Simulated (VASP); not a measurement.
# WS (Pm-3m) in VASP: notebook, part 2 of 2

VASP 6.6.1. Earlier steps stand in the parts before.

### Step 3. Relaxation of cell and atoms, PBE+U, collinear spin

This run uses another cell than the first one: it holds 2 atoms, not 4.

The input, INCAR:

```
ALGO = Normal
EDIFF = 1E-6
EDIFFG = -0.01
ENCUT = 600
GGA = PE
IBRION = 2
ISIF = 3
ISMEAR = 0
ISPIN = 2
LASPH = True
LCHARG = False
LDAU = True
LDAUJ = 0 0
LDAUL = 2 -1
LDAUPRINT = 1
LDAUTYPE = 2
LDAUU = 6.2 0
LMAXMIX = 4
LORBIT = 11
LREAL = False
LWAVE = False
MAGMOM = 2.5 0
NELM = 150
NSW = 80
PREC = Accurate
SIGMA = 0.02
```

The input, KPOINTS:

```
k-points
0
Gamma
  12 12 12
```

The input, POSCAR:

```
WS
1.0
    3.2404427506      0.0000000000      0.0000000000
    0.0000000000      3.2404427506      0.0000000000
    0.0000000000      0.0000000000      3.2404427506
W S
1 1
Direct
    0.0000000000      0.0000000000      0.0000000000
    0.5000000000      0.5000000000      0.5000000000
```

Potentials or basis: VASP PAW PBE potentials, release 64 (W_sv, S).

Launch:

```
$ cat potpaw_PBE.64/W_sv/POTCAR potpaw_PBE.64/S/POTCAR > POTCAR
$ mpirun -np 1 vasp_std > vasp.out
```

OUTCAR:

```text
EDIFF = 1E-6
   EDIFFG = -0.01
   ENCUT = 600
   GGA = PE
   IBRION = 2
   ISIF = 3
   ISMEAR = 0
   ISPIN = 2
   LASPH = True
   LORBIT = 11
   LREAL = False
   NELM = 150
   NSW = 80
   PREC = Accurate

 ion  position               nearest neighbor table
   1  0.000  0.000  0.000-   2 2.81   2 2.81   2 2.81   2 2.81   2 2.81   2 2.81   2 2.81   2 2.81

   2  0.500  0.500  0.500-   1 2.81   1 2.81   1 2.81   1 2.81   1 2.81   1 2.81   1 2.81   1 2.81

  LATTYP: Found a simple cubic cell.
 ALAT       =     3.2404427506

  Lattice vectors:

 A1 = (   3.2404427506,   0.0000000000,   0.0000000000)
 A2 = (   0.0000000000,   3.2404427506,   0.0000000000)
 A3 = (   0.0000000000,   0.0000000000,   3.2404427506)

Analysis of symmetry for initial positions (statically):
=====================================================================
 Subroutine PRICEL returns:
 Original cell was already a primitive cell.

 Routine SETGRP: Setting up the symmetry group for a
 simple cubic supercell.

 Subroutine GETGRP returns: Found 48 space group operations
 (whereof 48 operations were pure point group operations)
 out of a pool of 48 trial point group operations.

The static configuration has the point symmetry O_h .

Analysis of symmetry for dynamics (positions and initial velocities):
=====================================================================
 Subroutine PRICEL returns:
 Original cell was already a primitive cell.

 Routine SETGRP: Setting up the symmetry group for a
 simple cubic supercell.

 Subroutine GETGRP returns: Found 48 space group operations
 (whereof 48 operations were pure point group operations)
 out of a pool of 48 trial point group operations.

The dynamic configuration has the point symmetry O_h .

Analysis of structural, dynamic, and magnetic symmetry:
=====================================================================
 Subroutine PRICEL returns:
 Original cell was already a primitive cell.

 Routine SETGRP: Setting up the symmetry group for a
 simple cubic supercell.

 Subroutine GETGRP returns: Found 48 space group operations
 (whereof 48 operations were pure point group operations)
 out of a pool of 48 trial point group operations.

The overall configuration has the point symmetry O_h .

 Subroutine INISYM returns: Found 48 space group operations
 (whereof 48 operations are pure point group operations),
 and found     1 'primitive' translations

----------------------------------------------------------------------------------------

                                     Primitive cell

  volume of cell :      34.0262

  direct lattice vectors                    reciprocal lattice vectors
     3.240442751  0.000000000  0.000000000     0.308599805  0.000000000  0.000000000
     0.000000000  3.240442751  0.000000000     0.000000000  0.308599805  0.000000000
     0.000000000  0.000000000  3.240442751     0.000000000  0.000000000  0.308599805

  length of vectors
     3.240442751  3.240442751  3.240442751     0.308599805  0.308599805  0.308599805

  position of ions in fractional coordinates (direct lattice)
     0.000000000  0.000000000  0.000000000
     0.500000000  0.500000000  0.500000000

  ion indices of the primitive-cell ions
   primitive index   ion index
[... 126 lines left out ...]
  free energy    TOTEN  =        -9.65670187 eV

  energy without entropy =       -9.65652436  energy(sigma->0) =       -9.65661311

 E-fermi :   9.6492     XC(G=0): -12.0240

 val. band max:        9.6482147148   @ k =   0.3333   0.0000   0.0000
 cond. band min:       9.7082541411   @ k =   0.5000   0.5000   0.3333
 fundamental gap:      0.0600394264
 Fermi energy:         9.6491530596

 spin component 1

 k-point     1 :       0.0000    0.0000    0.0000
  band No.  band energies     occupation
      1     -65.8428      1.00000
      2     -30.0508      1.00000
      3     -30.0508      1.00000
      4     -30.0508      1.00000
      5      -6.2176      1.00000
      6       6.1598      1.00000
      7       6.1598      1.00000
      8       6.9605      1.00000
      9       6.9605      1.00000
     10       6.9605      1.00000
     11       8.8969      1.00000
     12       8.8969      1.00000
[... 954 lines left out ...]
  FREE ENERGIE OF THE ION-ELECTRON SYSTEM (eV)
  ---------------------------------------------------
  free  energy   TOTEN  =        -9.8269054194 eV

  energy  without entropy=       -9.8266313453  energy(sigma->0) =       -9.82676838

[... ionic steps 4 to 14 ...]

--------------------------------------- Ionic step       15  -------------------------------------------

 number of electron      20.0000002 magnetization       1.7546325

------------------------ aborting loop because EDIFF is reached ----------------------------------------
[... 61 lines left out ...]
  FREE ENERGIE OF THE ION-ELECTRON SYSTEM (eV)
  ---------------------------------------------------
  free  energy   TOTEN  =        -9.8269083009 eV

  energy  without entropy=       -9.8266333738  energy(sigma->0) =       -9.82677084

atom =   1  type =  1  l = 2

 onsite density matrix

spin component  1

  0.5503  0.0000  0.0000 -0.0000  0.0000
  0.0000  0.5503  0.0000 -0.0000  0.0000
  0.0000  0.0000  0.3814 -0.0000  0.0000
 -0.0000 -0.0000 -0.0000  0.5503  0.0000
  0.0000  0.0000  0.0000  0.0000  0.3814

spin component  2

  0.0898  0.0000  0.0000 -0.0000  0.0000
  0.0000  0.0898  0.0000 -0.0000  0.0000
  0.0000  0.0000  0.3104 -0.0000  0.0000
 -0.0000 -0.0000 -0.0000  0.0898  0.0000
  0.0000  0.0000  0.0000  0.0000  0.3104

 occupancies and eigenvectors

  o =  0.0898  v =  0.0000  0.0000  0.0000  0.0000  0.0000 -0.0009  0.8475  0.0000  0.5307 -0.0000      0.0000  0.0000  0.0000  0.0000  0.0000  0.0000  0.0000  0.0000  0.0000  0.0000
  o =  0.0898  v =  0.0000  0.0000  0.0000  0.0000  0.0000  0.0321 -0.5304 -0.0000  0.8471 -0.0000      0.0000  0.0000  0.0000  0.0000  0.0000  0.0000  0.0000  0.0000  0.0000  0.0000
  o =  0.0898  v =  0.0000  0.0000  0.0000  0.0000  0.0000  0.9995  0.0178 -0.0000 -0.0267 -0.0000      0.0000  0.0000  0.0000  0.0000  0.0000  0.0000  0.0000  0.0000  0.0000  0.0000
  o =  0.3104  v =  0.0000  0.0000  0.0000  0.0000  0.0000 -0.0000 -0.0000  0.1013 -0.0000 -0.9949      0.0000  0.0000  0.0000  0.0000  0.0000  0.0000  0.0000  0.0000  0.0000  0.0000
  o =  0.3104  v =  0.0000  0.0000  0.0000  0.0000  0.0000  0.0000 -0.0000  0.9949  0.0000  0.1013      0.0000  0.0000  0.0000  0.0000  0.0000  0.0000  0.0000  0.0000  0.0000  0.0000
  o =  0.3814  v =  0.0000 -0.0000  0.0836  0.0000 -0.9965  0.0000  0.0000  0.0000  0.0000  0.0000      0.0000  0.0000  0.0000  0.0000  0.0000  0.0000  0.0000  0.0000  0.0000  0.0000
  o =  0.3814  v =  0.0000  0.0000  0.9965 -0.0000  0.0836  0.0000  0.0000  0.0000  0.0000  0.0000      0.0000  0.0000  0.0000  0.0000  0.0000  0.0000  0.0000  0.0000  0.0000  0.0000
  o =  0.5503  v =  0.0000 -0.8994  0.0000  0.4371  0.0000  0.0000  0.0000  0.0000  0.0000  0.0000      0.0000  0.0000  0.0000  0.0000  0.0000  0.0000  0.0000  0.0000  0.0000  0.0000
  o =  0.5503  v =  0.0000  0.4371  0.0000  0.8994 -0.0000  0.0000  0.0000  0.0000  0.0000  0.0000      0.0000  0.0000  0.0000  0.0000  0.0000  0.0000  0.0000  0.0000  0.0000  0.0000
  o =  0.5503  v =  1.0000  0.0000  0.0000  0.0000  0.0000  0.0000  0.0000  0.0000  0.0000  0.0000      0.0000  0.0000  0.0000  0.0000  0.0000  0.0000  0.0000  0.0000  0.0000  0.0000

--------------------------------------- Ionic step       17  -------------------------------------------

 number of electron      20.0000002 magnetization       1.7546307

 Free energy of the ion-electron system (eV)
  ---------------------------------------------------
  ext. energy  EPLUGINS =         0.00000000
  ---------------------------------------------------
  free energy    TOTEN  =        -9.82691594 eV

  energy without entropy =       -9.82664186  energy(sigma->0) =       -9.82677890

 E-fermi :  11.4220     XC(G=0): -12.6284

 val. band max:       11.4068499144   @ k =   0.5000   0.3333   0.0000
 cond. band min:      11.4236473487   @ k =   0.3333   0.1667   0.0000
 fundamental gap:      0.0167974343
 Fermi energy:        11.4220490144

 spin component 1

 k-point     1 :       0.0000    0.0000    0.0000
  band No.  band energies     occupation
      1     -64.1584      1.00000
      2     -28.3527      1.00000
      3     -28.3527      1.00000
      4     -28.3527      1.00000
      5      -5.5495      1.00000
      6       7.1028      1.00000
      7       7.1028      1.00000
      8       8.3940      1.00000
      9       8.3940      1.00000
     10       8.3940      1.00000
     11      10.8795      1.00000
     12      10.8795      1.00000
[... 882 lines left out ...]
  FREE ENERGIE OF THE ION-ELECTRON SYSTEM (eV)
  ---------------------------------------------------
  free  energy   TOTEN  =        -9.8269159434 eV

  energy  without entropy=       -9.8266418632  energy(sigma->0) =       -9.82677890

 reached required accuracy - stopping structural energy minimisation

 total charge

# of ion       s       p       d       tot
------------------------------------------
    1        2.302   6.200   3.260  11.762
    2        1.360   2.266   0.000   3.626
--------------------------------------------------
tot          3.662   8.466   3.260  15.388

 magnetization (x)

# of ion       s       p       d       tot
------------------------------------------
    1        0.033   0.042   1.508   1.583
    2        0.031  -0.198   0.000  -0.167
--------------------------------------------------
tot          0.064  -0.156   1.508   1.416
```

CONTCAR:

```text
WS
   1.00000000000000
     3.1202960947545493   -0.0000000000000000   -0.0000000000000000
    -0.0000000000000000    3.1202960947545493   -0.0000000000000000
     0.0000000000000000   -0.0000000000000000    3.1202960947545493
  W               S
     1     1
Direct
     0.0000000000000000    0.0000000000000000    0.0000000000000000
     0.5000000000000000    0.5000000000000000    0.5000000000000000

  0.00000000E+00  0.00000000E+00  0.00000000E+00
  0.00000000E+00  0.00000000E+00  0.00000000E+00
```

It took 8.8 min on 1 thread of Intel Xeon 8259CL, shared host; peak memory 0.25 GiB.

Results:

```
Free energy                                           : -9.8269 eV
Relaxed volume                                        : 15.19 Å³/atom
Relaxed cell                                          : a = 3.120 Å, b = 3.120 Å, c = 3.120 Å, α = 90.00°, β = 90.00°, γ = 90.00°
Space group after relaxing (to 0.1 Å)                 : Pm-3m (No. 221)
Energy gained by relaxing                             : 85.1 meV/atom
Ionic steps                                           : 17
Pressure after relaxing                               : -0.1 GPa
Net moment                                            : 1.75 μB per cell
Site moments                                          : W +1.58; S -0.17 μB
Valence electrons inside the program's atomic spheres : W 11.76; S 3.63
```

The path:
```csv
step,energy change (eV),largest force (eV/Å),pressure (GPa),volume (Å³)
1,0.0000,0.0000,-13.21,34.03
2,-0.0463,0.0000,14.83,27.58
3,-0.1702,0.0000,0.13,30.36
4,-0.1702,0.0000,-0.19,30.43
5,-0.1702,0.0000,-0.27,30.43
6,-0.1702,0.0000,-0.26,30.42
7,-0.1702,0.0000,-0.25,30.42
8,-0.1702,0.0000,-0.25,30.42
9,-0.1702,0.0000,-0.25,30.42
10,-0.1702,0.0000,-0.25,30.42
11,-0.1702,0.0000,-0.25,30.42
12,-0.1702,0.0000,-0.25,30.42
13,-0.1702,0.0000,-0.26,30.42
14,-0.1702,0.0000,-0.23,30.42
15,-0.1702,0.0000,-0.21,30.41
16,-0.1702,0.0000,-0.15,30.40
17,-0.1702,0.0000,-0.06,30.38
```

Final structure:
```
W S
1.0
     3.12030    0.00000    0.00000
     0.00000    3.12030    0.00000
     0.00000    0.00000    3.12030
W S
1 1
Direct
  0.00000 0.00000 0.00000
  0.50000 0.50000 0.50000
```

Eigenvalues of the final occupation matrices:
```tsv
site	spin	trace	eigenvalues
site 1 d	1	2.41	0.38 0.38 0.55 0.55 0.55
site 1 d	2	0.89	0.09 0.09 0.09 0.31 0.31
```

Caveat: spin-orbit coupling is left out, which moves the levels of the heavy elements.
